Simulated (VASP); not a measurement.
# Ba2Au (I4/mmm) in VASP: a series of runs

Ba2Au is run at these levels: PBE; tasks: single point.

All numbers are computed with VASP 6.6.1; they aren't measurements. Logs are shortened: lines on timing, memory, paths and dates and some standing lists are left out, and cuts for length are marked.

## (1) The cell of the first run

Symmetry: I4/mmm, No. 139, tetragonal system. The conventional cell has a = 4.938 Å, b = 4.938 Å, c = 8.098 Å, α = 90.00°, β = 90.00°, γ = 90.00°. Ba (site symmetry 4mm) has 1 Ba at 1.51 Å within 2.0 Å. Au (site symmetry 4/mmm) has 10 Ba at 3.30 to 3.57 Å within 4.3 Å.

## (2) Single point, PBE

File INCAR:

```
PREC = Accurate
ENCUT = 540
EDIFF = 1E-6
ISMEAR = 0
SIGMA = 0.1
LREAL = F
LASPH = T
NELM = 120
ALGO = Normal
ISIF = 2
LWAVE = F
LCHARG = T
GGA = PE
LELF = T
LVHAR = T
NBANDS = 26
GGA_COMPAT = F
```

File KPOINTS:

```
regular mesh
0
Gamma
  6 6 6
```

File POSCAR:

```
Ba2Au
1.0
   -2.4688414949      2.4688414949      4.0491539171
    2.4688414949     -2.4688414949      4.0491539171
    2.4688414949      2.4688414949     -4.0491539171
Ba Au
2 1
Direct
    0.5930000000      0.5930000000      0.0000000000
    0.4070000000      0.4070000000      0.0000000000
    0.0000000000      0.0000000000      0.0000000000
```

Potentials or basis: VASP PAW PBE potentials, release 64 (Ba_sv, Au_sv_GW).

Launch:

```console
cat potpaw_PBE.64/Ba_sv/POTCAR potpaw_PBE.64/Au_sv_GW/POTCAR > POTCAR
mpirun -np 1 vasp_std > vasp.out
```

OUTCAR:

```text
PREC = Accurate
   ENCUT = 540
   EDIFF = 1E-6
   ISMEAR = 0
   LREAL = F
   LASPH = T
   NELM = 120
   ISIF = 2
   GGA = PE

 ion  position               nearest neighbor table
   1  0.593  0.593  0.000-   2 1.51   3 3.30   3 3.57   3 3.57   3 3.57   3 3.57   2 4.32   2 4.32
                             2 4.32   2 4.32
   2  0.407  0.407  0.000-   1 1.51   3 3.30   3 3.57   3 3.57   3 3.57   3 3.57   1 4.32   1 4.32
                             1 4.32   1 4.32
   3  0.000  0.000  0.000-   1 3.30   2 3.30   1 3.57   2 3.57   1 3.57   1 3.57   1 3.57   2 3.57
                             2 3.57   2 3.57

 -----------------------------------------------------------------------------
|                                                                             |
|           W    W    AA    RRRRR   N    N  II  N    N   GGGG   !!!           |
|           W    W   A  A   R    R  NN   N  II  NN   N  G    G  !!!           |
|           W    W  A    A  R    R  N N  N  II  N N  N  G       !!!           |
|           W WW W  AAAAAA  RRRRR   N  N N  II  N  N N  G  GGG   !            |
|           WW  WW  A    A  R   R   N   NN  II  N   NN  G    G                |
|           W    W  A    A  R    R  N    N  II  N    N   GGGG   !!!           |
|                                                                             |
|     The distance between some ions is very small. Please check the          |
|     nearest-neighbor list in the OUTCAR file.                               |
|     I HOPE YOU KNOW WHAT YOU ARE DOING!                                     |
|                                                                             |
 -----------------------------------------------------------------------------

  LATTYP: Found a body centered tetragonal cell.
 ALAT       =     4.9376829898
 C/A-ratio  =     1.6401028278

  Lattice vectors:

 A1 = (  -2.4688414949,   2.4688414949,   4.0491539171)
 A2 = (   2.4688414949,  -2.4688414949,   4.0491539171)
 A3 = (   2.4688414949,   2.4688414949,  -4.0491539171)

Analysis of symmetry for initial positions (statically):
=====================================================================
 Subroutine PRICEL returns:
 Original cell was already a primitive cell.

 Routine SETGRP: Setting up the symmetry group for a
 body centered tetragonal supercell.

 Subroutine GETGRP returns: Found 16 space group operations
 (whereof 16 operations were pure point group operations)
 out of a pool of 16 trial point group operations.

The static configuration has the point symmetry D_4h.

Analysis of symmetry for dynamics (positions and initial velocities):
[... 112 lines left out ...]
   NELM   =    120;   NELMIN=  2; NELMDL= -5     # of ELM steps
   EDIFF  = 0.1E-05   stopping-criterion for ELM
   LREAL  =      F    real-space projection
   EDIFFG = 0.1E-04   stopping-criterion for IOM
   NSW    =      0    number of steps for IOM
   IBRION =     -1    ionic relax: 0-MD 1-quasi-New 2-CG
   NFREE  =      0    steps in history (QN), initial steepest desc. (CG)
   ISIF   =      2    stress and relaxation
   ISYM   =      2    0-nonsym 1-usesym 2-fastsym
   POTIM  = 0.5000    time-step for ionic-motion
   TEBEG  =    0.0;   TEEND  =   0.0 temperature during run
   PSTRESS=    0.0 pullay stress
   NELECT =      39.0000    total number of electrons
   NUPDOWN=      -1.0000    fix difference up-down
   EMIN   =  10.00;   EMAX   =-10.00  energy-range for DOS
   EFERMI =   0.00;   METHOD = LEGACY
   ISMEAR =     0;   SIGMA  =   0.10  broadening in eV -4-tet -1-fermi 0-gaus
   EFERMI_NEDOS =   21; number of points for ismear=-14 and -15
   IALGO  =     38    algorithm
   IMIX   =      4    mixing-type and parameters
     AMIX     =   0.40;   BMIX     =  1.00
     AMIX_MAG =   1.60;   BMIX_MAG =  1.00
  volume/ion in A,a.u.               =      32.91       222.07
  Fermi-wavevector in a.u.,A,eV,Ry     =   1.201230  2.269995 19.632571  1.442953
  Thomas-Fermi vector in A             =   2.337044
   LORBIT       =      0    0 simple, 1 ext, 2 COOP (PROOUT), +10 PAW based schemes
   GGA     = PE    functional components
   LHFCALC =     F    Hartree Fock is set to
   AEXX    =    0.0000 exact exchange contribution
   IVDW    =     0    specifies the selected vdW correction
   LEPSILON=     F    determine dielectric tensor
   LRPA    =     F    only Hartree local field effects (RPA)
 non-spin polarized calculation
 Gauss-broadening in eV      SIGMA  =   0.10
  energy-cutoff  :      540.00
  volume of cell :       98.72
 maximum number of plane-waves:      2830
 NGX is ok and might be reduce to    42
   NGX = 21   NGY = 21   NGZ = 21

 number of electron      38.9999995 magnetization

 Free energy of the ion-electron system (eV)
  ---------------------------------------------------
  ext. energy  EPLUGINS =         0.00000000
  ---------------------------------------------------
  free energy    TOTEN  =        70.32335069 eV

  energy without entropy =       70.33868225  energy(sigma->0) =       70.33101647

 E-fermi :   2.7820     XC(G=0):  -9.3192

 val. band max:        2.7802585450   @ k =  -0.1667  -0.3333   0.1667
 cond. band min:       2.8342051036   @ k =   0.1667   0.1667   0.1667
 fundamental gap:      0.0539465586
 Fermi energy:         2.7820245513

 k-point     1 :       0.0000    0.0000    0.0000
  band No.  band energies     occupation
      1    -102.2281      2.00000
      2     -53.5351      2.00000
      3     -53.5140      2.00000
      4     -53.5140      2.00000
      5     -40.4196      2.00000
      6     -22.0153      2.00000
[... 685 lines left out ...]
     25       7.8828      0.00000
     26       7.9123      0.00000

 [... further k-points ...]
[... 5 lines left out ...]
  --------------------------------------------------------------------------------------
  -------------------------------------------------------------------------------------
  Total       -6.4973684     -6.4973684    337.9353155      0.0000000      0.0000000      0.0000000
  in kB     -105.4477653   -105.4477653   5484.4548896      0.0000000      0.0000000      0.0000000
  external PRESSURE =    1757.8531197 kB  Pullay stress =       0.0000000 kB

 VOLUME and BASIS-vectors are now :
 -----------------------------------------------------------------------------
  energy-cutoff  :      540.00
  volume of cell :       98.72
      direct lattice vectors                 reciprocal lattice vectors
    -2.468841495  2.468841495  4.049153917     0.000000000  0.202524140  0.123482587
     2.468841495 -2.468841495  4.049153917     0.202524140  0.000000000  0.123482587
     2.468841495  2.468841495 -4.049153917     0.202524140  0.202524140  0.000000000

 POSITION                                       TOTAL-FORCE (eV/Angst)
 -----------------------------------------------------------------------------------
      0.00000      0.00000      4.80230        -0.000000     -0.000000    226.873496
      0.00000      0.00000      3.29601         0.000000      0.000000   -226.873496
      0.00000      0.00000      0.00000         0.000000      0.000000     -0.000000
 -----------------------------------------------------------------------------------
    total drift:                               -0.000000      0.000000      0.000000

  FREE ENERGIE OF THE ION-ELECTRON SYSTEM (eV)
  ---------------------------------------------------
  free  energy   TOTEN  =        70.3233506864 eV

  energy  without entropy=       70.3386822485  energy(sigma->0) =       70.33101647
```

It took 66 s on 1 thread of AMD EPYC 9R45 (Zen 5), shared host; peak memory 0.28 GiB.

Results:

| Property | Result |
| --- | --- |
| Free energy | 70.3234 eV |
| Pressure | 175.8 GPa |
| Largest force | 226.873 eV/Å |
| Band gap on the k mesh | zero (an odd number of electrons rules out a gap without spin polarisation) |

Forces in eV/Å, atoms in the order of the input:
```
Ba     0.000    0.000  226.873
Ba     0.000    0.000 -226.873
Au     0.000    0.000    0.000
```

Stress tensor (GPa, compression positive):
```
-10.54   0.00   0.00
  0.00 -10.54   0.00
  0.00   0.00 548.45
```

Levels at points of the mesh, in eV from the Fermi level:
```csv
k point,band 16,band 17,band 18,band 19,band 20,band 21,band 22,band 23
"(0.00, 0.00, 0.00)",-3.16,-3.10,-1.84,0.06,0.94,2.40,2.90,2.90
"(0.50, 0.00, 0.00)",-3.23,-2.85,-1.85,-0.73,0.46,0.65,1.59,1.99
"(0.50, 0.50, 0.00)",-3.11,-3.06,-2.00,-0.84,0.77,1.46,2.25,3.24
"(0.50, 0.50, 0.50)",-3.18,-3.18,-2.47,-0.43,0.56,0.56,1.31,1.84
```

Caveat: atoms lie so close that the PAW spheres overlap strongly, which falsifies energies and pressures; the stress differs along the axes, from -11 to 548 GPa; spin-orbit coupling is left out, which moves the levels of the heavy elements; forces of over 1 eV/Å act on the atoms, so gaps and moduli don't describe the material at rest.

## (3) Single point, PBE

This run uses another cell than the first one, of 41.61 Å³/atom.

File INCAR:

```
SYSTEM = Ba2Au
PREC = Accurate
ENCUT = 540
EDIFF = 1E-6
ISMEAR = 0
SIGMA = 0.1
LREAL = .FALSE.
LASPH = .TRUE.
NELM = 120
ALGO = Normal
ISIF = 2
LWAVE = .FALSE.
LCHARG = .FALSE.
GGA = PE
NBANDS = 26
GGA_COMPAT = .FALSE.
```

File KPOINTS:

```
Automatic mesh
0
G
  6 6 6
  0 0 0
```

File POSCAR:

```
Ba2Au
1.0
   -2.0417336393      2.0417336393      7.4855985697
    2.0417336393     -2.0417336393      7.4855985697
    2.0417336393      2.0417336393     -7.4855985697
Ba Au
2 1
Direct
    0.6250471071      0.6250471071      0.0000000000
    0.3749528929      0.3749528929      0.0000000000
    0.0000000000      0.0000000000      0.0000000000
```

Potentials or basis: VASP PAW PBE potentials, release 64 (Ba_sv, Au_sv_GW).

Launch:

```console
cat potpaw_PBE.64/Ba_sv/POTCAR potpaw_PBE.64/Au_sv_GW/POTCAR > POTCAR
mpirun -np 1 vasp_std > vasp.out
```

Run time: 3.5 min. Hardware: 1 thread of AMD EPYC 9R45 (Zen 5), shared host; peak memory 0.57 GiB.

It converged, with:

| Quantity | Value |
| --- | --- |
| Free energy | -7.9167 eV |
| Pressure | 0.3 GPa |
| Largest force | 0.078 eV/Å |
| Band gap on the k mesh | zero (an odd number of electrons rules out a gap without spin polarisation) |

Forces on the atoms (eV/Å):
```
Ba   0.000  0.000  0.078
Ba   0.000  0.000 -0.078
Au   0.000  0.000  0.000
```

Levels at points of the mesh, in eV from the Fermi level:
| k point | band 15 | band 16 | band 17 | band 18 | band 19 | band 20 | band 21 | band 22 | band 23 | band 24 |
| --- | --- | --- | --- | --- | --- | --- | --- | --- | --- | --- |
| (0.00, 0.00, 0.00) | -4.28 | -4.09 | -4.06 | -4.06 | -1.25 | -0.36 | 0.55 | 1.17 | 1.59 | 2.44 |
| (0.50, 0.00, 0.00) | -4.22 | -4.20 | -3.97 | -3.05 | -1.16 | 0.16 | 0.56 | 1.54 | 1.56 | 1.96 |
| (0.50, 0.50, 0.00) | -4.20 | -4.18 | -3.72 | -2.96 | -0.78 | -0.78 | -0.27 | 1.04 | 1.45 | 2.30 |
| (0.50, 0.50, 0.50) | -4.28 | -4.09 | -4.06 | -4.06 | -2.11 | 0.70 | 0.85 | 1.02 | 1.28 | 1.95 |

Caveat: spin-orbit coupling is left out, which moves the levels of the heavy elements.

The gap in the log of VASP goes by the Fermi energy; the results here count the filled bands.